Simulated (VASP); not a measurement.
# Ta16C (a cell with a defect) in VASP: single point with PBE+D3(BJ)

Aim: the single point of Ta16C (a cell with a defect) with PBE+D3(BJ).

All numbers are computed with VASP 6.6.1; they aren't measurements. Logs are shortened: lines on timing, memory, paths and dates and some standing lists are left out, and cuts for length are marked.

### 1 The cell of the first run

The cell holds a defect, 17 atoms: a = 6.620 Å, b = 6.620 Å, c = 6.620 Å, α = 90.00°, β = 90.00°, γ = 90.00°.

### 2 Single point, PBE+D3(BJ)

Input file INCAR:

```
SYSTEM = Ta16C
PREC = Accurate
ENCUT = 520
EDIFF = 1E-6
ISMEAR = 0
SIGMA = 0.05
LREAL = Auto
LASPH = .True.
NELM = 80
ALGO = Normal
ISIF = 2
LWAVE = .False.
LCHARG = .False.
GGA = PE
IVDW = 12
NBANDS = 104
```

Input file KPOINTS:

```
Automatic mesh
0
Gamma
  3 3 3
  0 0 0
```

Input file POSCAR:

```
Ta16C
1.0
    6.6200000000      0.0000000000      0.0000000000
    0.0000000000      6.6200000000      0.0000000000
    0.0000000000      0.0000000000      6.6200000000
Ta C
16 1
Direct
    0.0084445619     -0.0153179758     -0.0002768882
    0.4919850453     -0.0153425982     -0.0002907855
    0.0084528701      0.5011164653     -0.0002876133
   -0.0124608761      0.0054728097      0.4997108761
    0.2502006042      0.2429004532      0.2513506042
    0.4920086103      0.5010787009     -0.0002803625
    0.5128915408      0.0054941088      0.4997102719
    0.7502075529      0.2428489426      0.2391359517
   -0.0123758308      0.4801981873      0.4996879154
    0.2502456193      0.7428833837      0.2977776435
    0.2502155589      0.2428868580      0.7480551360
    0.5128098187      0.4802064955      0.4997107251
    0.7502283988      0.7428196375      0.2513453172
    0.7502362538      0.2428670695      0.7602681269
    0.2502022659      0.7428469789      0.7016719033
    0.7502131420      0.7428244713      0.7480673716
    0.2502294562      0.7428501511     -0.0002796073
```

Potentials or basis: VASP PAW PBE potentials, release 64 (Ta_pv, C).

Run with:

```
$ cat potpaw_PBE.64/Ta_pv/POTCAR potpaw_PBE.64/C/POTCAR > POTCAR
$ mpirun -np 1 vasp_std > vasp.out
```

OUTCAR:

```text
SYSTEM = Ta16C
   PREC = Accurate
   ENCUT = 520
   EDIFF = 1E-6
   ISMEAR = 0
   LREAL = Auto
   LASPH = .True.
   NELM = 80
   ISIF = 2
   GGA = PE
   IVDW = 12
 IVDW          = 12

 ion  position               nearest neighbor table
   1  0.008  0.985  1.000-  17 2.26   5 2.87  11 2.87  13 2.87  16 2.87   8 2.89  14 2.89  15 3.00
                            10 3.00   2 3.20   3 3.20   4 3.32   4 3.32   3 3.42   2 3.42
   2  0.492  0.985  1.000-  17 2.26  11 2.87   5 2.87  16 2.87  13 2.87   8 2.89  14 2.89  10 3.00
                            15 3.00   1 3.20   6 3.20   7 3.32   7 3.32   6 3.42   1 3.42
   3  0.008  0.501  1.000-  17 2.26  13 2.87  16 2.87   5 2.87  11 2.87  14 2.89   8 2.89  15 3.00
                            10 3.00   6 3.20   1 3.20   9 3.32   9 3.32   1 3.42   6 3.42
   4  0.988  0.005  0.500-  10 2.80  15 2.80  14 2.81   8 2.81  13 2.86  16 2.86  11 2.86   5 2.86
                             7 3.14   9 3.14   1 3.32   1 3.32   9 3.48   7 3.48
   5  0.250  0.243  0.251-   9 2.86  12 2.86   4 2.86   7 2.86   1 2.87   3 2.87   6 2.87   2 2.87
                            11 3.29   8 3.31   8 3.31  10 3.32  10 3.32  11 3.33
   6  0.492  0.501  1.000-  17 2.26  13 2.87  16 2.87   5 2.87  11 2.87   8 2.89  14 2.89  15 3.00
                            10 3.00   3 3.20   2 3.20  12 3.32  12 3.32   2 3.42   3 3.42
   7  0.513  0.005  0.500-  10 2.80  15 2.80   8 2.81  14 2.81  16 2.86  13 2.86  11 2.86   5 2.86
                             4 3.14  12 3.14   2 3.32   2 3.32  12 3.48   4 3.48
   8  0.750  0.243  0.239-   7 2.81   4 2.81   9 2.81  12 2.81   1 2.89   2 2.89   6 2.89   3 2.89
                            14 3.17  13 3.31   5 3.31   5 3.31  13 3.31  14 3.45
   9  0.988  0.480  0.500-  15 2.80  10 2.80  14 2.81   8 2.81   5 2.86  11 2.86  13 2.86  16 2.86
                             4 3.14  12 3.14   3 3.32   3 3.32  12 3.48   4 3.48
  10  0.250  0.743  0.298-  17 1.97  15 2.67  12 2.80   7 2.80   9 2.80   4 2.80   2 3.00   6 3.00
                             3 3.00   1 3.00   5 3.32  13 3.32   5 3.32  13 3.32
  11  0.250  0.243  0.748-  12 2.86   9 2.86   7 2.86   4 2.86   1 2.87   6 2.87   3 2.87   2 2.87
                             5 3.29  14 3.31  14 3.31  15 3.32  15 3.32   5 3.33
  12  0.513  0.480  0.500-  10 2.80  15 2.80  14 2.81   8 2.81  11 2.86   5 2.86  16 2.86  13 2.86
                             7 3.14   9 3.14   6 3.32   6 3.32   9 3.48   7 3.48
  13  0.750  0.743  0.251-   4 2.86   9 2.86   7 2.86  12 2.86   3 2.87   6 2.87   1 2.87   2 2.87
                            16 3.29   8 3.31   8 3.31  10 3.32  10 3.32  16 3.33
  14  0.750  0.243  0.760-   4 2.81   7 2.81   9 2.81  12 2.81   1 2.89   6 2.89   2 2.89   3 2.89
                             8 3.17  16 3.31  11 3.31  11 3.31  16 3.31   8 3.45
  15  0.250  0.743  0.702-  17 1.97  10 2.67   9 2.80  12 2.80   4 2.80   7 2.80   3 3.00   6 3.00
                             2 3.00   1 3.00  11 3.32  16 3.32  16 3.32  11 3.32
  16  0.750  0.743  0.748-   4 2.86   7 2.86  12 2.86   9 2.86   3 2.87   6 2.87   2 2.87   1 2.87
                            13 3.29  14 3.31  14 3.31  15 3.32  15 3.32  13 3.33
  17  0.250  0.743  1.000-  15 1.97  10 1.97   3 2.26   6 2.26   2 2.26   1 2.26

  LATTYP: Found a simple cubic cell.
 ALAT       =     6.6200000000

  Lattice vectors:

 A1 = (   6.6200000000,   0.0000000000,   0.0000000000)
 A2 = (   0.0000000000,   6.6200000000,   0.0000000000)
 A3 = (   0.0000000000,   0.0000000000,   6.6200000000)

Analysis of symmetry for initial positions (statically):
[... 169 lines left out ...]
   GGA     = PE    functional components
   LHFCALC =     F    Hartree Fock is set to
   AEXX    =    0.0000 exact exchange contribution
   IVDW    =    12    specifies the selected vdW correction
   LEPSILON=     F    determine dielectric tensor
   LRPA    =     F    only Hartree local field effects (RPA)
 non-spin polarized calculation
 Gauss-broadening in eV      SIGMA  =   0.05
  energy-cutoff  :      520.00
  volume of cell :      290.12
 maximum number of plane-waves:      7820
 NGX is ok and might be reduce to    50
   NGX = 25   NGY = 25   NGZ = 25

 number of electron     179.9999976 magnetization

 Free energy of the ion-electron system (eV)
  ---------------------------------------------------
  ext. energy  EPLUGINS =         0.00000000
  ---------------------------------------------------
  free energy    TOTEN  =      -198.21922951 eV

  energy without entropy =     -198.19674803  energy(sigma->0) =     -198.20798877

 E-fermi :   5.6867     XC(G=0): -12.6929

 val. band max:        5.6647746565   @ k =   0.3333   0.0000   0.3333
 cond. band min:       5.7058180435   @ k =   0.0000   0.3333   0.0000
 fundamental gap:      0.0410433870
 Fermi energy:         5.6866796791

 k-point     1 :       0.0000    0.0000    0.0000
  band No.  band energies     occupation
      1     -28.7673      2.00000
      2     -28.5991      2.00000
      3     -28.5991      2.00000
      4     -28.5953      2.00000
      5     -28.5571      2.00000
      6     -28.5570      2.00000
[... 1459 lines left out ...]
    101       8.4249      0.00000
    102       8.4729      0.00000
 [bands above 102 left out]

------------------------ aborting loop because EDIFF is reached ----------------------------------------

 Edisp (eV)  -10.94137

 E8    (eV) :    -5.6824

  FORCE on cell =-STRESS in cart. coord.  units (eV):
  Direction    XX          YY          ZZ          XY          YZ          ZX
  --------------------------------------------------------------------------------------
  -------------------------------------------------------------------------------------
  Total      -1.67594    -1.67508    15.90966     0.00252    -0.00258    -0.00049
  in kB      -9.25539    -9.25064    87.86128     0.01391    -0.01426    -0.00272
  external pressure =       23.12 kB  Pullay stress =        0.00 kB

 VOLUME and BASIS-vectors are now :
 -----------------------------------------------------------------------------
  energy-cutoff  :      520.00
  volume of cell :      290.12
      direct lattice vectors                 reciprocal lattice vectors
     6.620000000  0.000000000  0.000000000     0.151057402  0.000000000  0.000000000
     0.000000000  6.620000000  0.000000000     0.000000000  0.151057402  0.000000000
     0.000000000  0.000000000  6.620000000     0.000000000  0.000000000  0.151057402

 POSITION                                       TOTAL-FORCE (eV/Angst)
 -----------------------------------------------------------------------------------
      0.05590      6.51860      6.61817        -0.012185      0.007524     -0.001283
      3.25694      6.51843      6.61807         0.012705      0.009558     -0.000190
      0.05596      3.31739      6.61810        -0.011864     -0.014981      0.000327
      6.53751      0.03623      3.30809         0.000077      0.002195     -0.000756
      1.65633      1.60800      1.66394         0.001693     -0.004336      0.001397
      3.25710      3.31714      6.61814         0.010538     -0.011894     -0.000817
[... 9 lines left out ...]
      4.96641      4.91750      4.95221         0.001245      0.001359     -0.001088
      1.65652      4.91767      6.61815        -0.003839      0.005742      0.001736
 -----------------------------------------------------------------------------------
    total drift:                                0.000946     -0.002796      0.001093

  FREE ENERGIE OF THE ION-ELECTRON SYSTEM (eV)
  ---------------------------------------------------
  free  energy   TOTEN  =      -209.1606014211 eV

  energy  without entropy=     -209.1381199456  energy(sigma->0) =     -209.14936068
```

OSZICAR:

```text
N       E                     dE             d eps       ncg     rms          rms(c)
DAV:   1     0.201363989595E+04    0.20136E+04   -0.99062E+04  2912   0.182E+03
DAV:   2    -0.773969103647E+02   -0.20910E+04   -0.20451E+04  3032   0.557E+02
DAV:   3    -0.203626277925E+03   -0.12623E+03   -0.11971E+03  3720   0.112E+02
DAV:   4    -0.208909530967E+03   -0.52833E+01   -0.50611E+01  3432   0.188E+01
DAV:   5    -0.209097554070E+03   -0.18802E+00   -0.18643E+00  3600   0.316E+00    0.596E+01
DAV:   6    -0.200078465900E+03    0.90191E+01   -0.36133E+01  3688   0.190E+01    0.293E+01
DAV:   7    -0.199343412065E+03    0.73505E+00   -0.15832E+01  3632   0.169E+01    0.929E+00
DAV:   8    -0.198346184738E+03    0.99723E+00   -0.10867E+01  3688   0.126E+01    0.296E+00
DAV:   9    -0.198228614307E+03    0.11757E+00   -0.93723E-01  3504   0.419E+00    0.120E+00
DAV:  10    -0.198221228044E+03    0.73863E-02   -0.12234E-01  3680   0.157E+00    0.751E-01
DAV:  11    -0.198219890159E+03    0.13379E-02   -0.27214E-02  3472   0.687E-01    0.306E-01
DAV:  12    -0.198219157165E+03    0.73299E-03   -0.48468E-03  3480   0.366E-01    0.950E-02
DAV:  13    -0.198219255433E+03   -0.98268E-04   -0.10405E-03  3624   0.117E-01    0.497E-02
DAV:  14    -0.198219241337E+03    0.14096E-04   -0.21321E-04  3584   0.707E-02    0.275E-02
DAV:  15    -0.198219233297E+03    0.80399E-05   -0.75789E-05  3616   0.315E-02    0.142E-02
DAV:  16    -0.198219229123E+03    0.41746E-05   -0.12671E-05  2784   0.129E-02    0.279E-03
DAV:  17    -0.198219229510E+03   -0.38701E-06   -0.19587E-06  2072   0.565E-03
   1 F= -.20916060E+03 E0= -.20914936E+03  d E =-.224815E-01
```

Wall time 7.6 min (1 thread of Intel Xeon 6975P-C (Granite Rapids), shared host); peak memory 0.51 GiB.

What came out:

* Free energy: -209.1606 eV
* Pressure: 2.3 GPa
* Largest force: 0.044 eV/Å
* Band gap on the k mesh: zero (bands 90 and 91 overlap by 1.42 eV)
* Dispersion energy per atom: -0.644 eV

Forces on the atoms (eV/Å):
```
Ta  -0.012  0.008 -0.001
Ta   0.013  0.010  0.000
Ta  -0.012 -0.015  0.000
Ta   0.000  0.002 -0.001
Ta   0.002 -0.004  0.001
Ta   0.011 -0.012 -0.001
Ta   0.001  0.001  0.000
Ta   0.001  0.001 -0.009
Ta  -0.005  0.000  0.001
Ta  -0.002  0.001  0.041
Ta   0.000 -0.003  0.000
Ta   0.006 -0.002  0.000
Ta   0.000  0.003  0.002
Ta  -0.001 -0.001  0.010
Ta   0.002  0.004 -0.044
Ta   0.001  0.001 -0.001
C   -0.004  0.006  0.002
```

Stress tensor (GPa, compression positive):
```
-0.93  0.00  0.00
 0.00 -0.93  0.00
 0.00  0.00  8.79
```

Caveat: spin-orbit coupling is left out, which moves the levels of the heavy elements.

The gap in the log of VASP goes by the Fermi energy; the results here count the filled bands.